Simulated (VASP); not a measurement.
A run of VASP 6.6.1 is set up as follows.

The input INCAR:

```
SYSTEM = LaIn15O24
PREC     = Accurate       ! precision mode
ENCUT    = 520            ! plane-wave cutoff, eV
EDIFF    = 1E-8           ! SCF threshold, eV
ISMEAR   = -1             ! smearing method
SIGMA    = 0.01           ! smearing width, eV
LREAL    = Auto         
LASPH    = .TRUE.         ! aspherical terms in the spheres
NELM     = 100            ! most SCF steps
ALGO     = Normal         ! electronic algorithm
ISIF     = 2              ! what is computed and relaxed
LWAVE    = .FALSE.        ! write WAVECAR
LCHARG   = .FALSE.        ! write CHGCAR
GGA      = PE             ! functional
LEFG     = .TRUE.       
NBANDS   = 201            ! bands
LUSENCCL = .FALSE.
```

File KPOINTS:

```
regular mesh
0
G
  3 3 3
  0 0 0
```

File POSCAR:

```
LaIn15O24
1.0
   -5.4870000000     -3.1679209270      4.8366666667
    5.4870000000     -3.1679209270      4.8366666667
    0.0000000000      6.3358418540      4.8366666667
La In O
1 15 24
Direct
    0.3573100000      0.3573100000      0.3573100000
    0.8573100000      0.8573100000      0.3573100000
    0.8573100000      0.3573100000      0.8573100000
    0.3573100000      0.8573100000      0.8573100000
    0.1426900000      0.1426900000      0.1426900000
    0.6426900000      0.6426900000      0.1426900000
    0.6426900000      0.1426900000      0.6426900000
    0.1426900000      0.6426900000      0.6426900000
    0.6426900000      0.6426900000      0.6426900000
    0.1426900000      0.1426900000      0.6426900000
    0.1426900000      0.6426900000      0.1426900000
    0.6426900000      0.1426900000      0.1426900000
    0.8573100000      0.8573100000      0.8573100000
    0.3573100000      0.3573100000      0.8573100000
    0.3573100000      0.8573100000      0.3573100000
    0.8573100000      0.3573100000      0.3573100000
    0.6010000000      0.3990000000      0.7500000000
    0.1010000000      0.8990000000      0.7500000000
    0.1010000000      0.3990000000      0.2500000000
    0.6010000000      0.8990000000      0.2500000000
    0.7500000000      0.6010000000      0.3990000000
    0.2500000000      0.1010000000      0.3990000000
    0.2500000000      0.6010000000      0.8990000000
    0.7500000000      0.1010000000      0.8990000000
    0.3990000000      0.7500000000      0.6010000000
    0.8990000000      0.2500000000      0.6010000000
    0.8990000000      0.7500000000      0.1010000000
    0.3990000000      0.2500000000      0.1010000000
    0.3990000000      0.6010000000      0.2500000000
    0.8990000000      0.1010000000      0.2500000000
    0.8990000000      0.6010000000      0.7500000000
    0.3990000000      0.1010000000      0.7500000000
    0.2500000000      0.3990000000      0.6010000000
    0.7500000000      0.8990000000      0.6010000000
    0.7500000000      0.3990000000      0.1010000000
    0.2500000000      0.8990000000      0.1010000000
    0.6010000000      0.2500000000      0.3990000000
    0.1010000000      0.7500000000      0.3990000000
    0.1010000000      0.2500000000      0.8990000000
    0.6010000000      0.7500000000      0.8990000000
```

Potentials or basis: VASP PAW PBE potentials, release 64 (La, In_d, O).

Command:

```bash
$ cat potpaw_PBE.64/La/POTCAR potpaw_PBE.64/In_d/POTCAR potpaw_PBE.64/O/POTCAR > POTCAR
$ mpirun -np 1 vasp_std > vasp.out
```

(1) Predict the band gap on the k mesh.

(2) What does it give for the pressure?

(3) Predict the largest force.

Answers

(1) 1.11 eV.

(2) 14.1 GPa.

(3) 3.744 eV/Å.

Caveat: without QUAD_EFG the Cq values of the log hold for a quadrupole moment of 1 mb, not for the nuclei; spin-orbit coupling is left out, which moves the levels of the heavy elements.
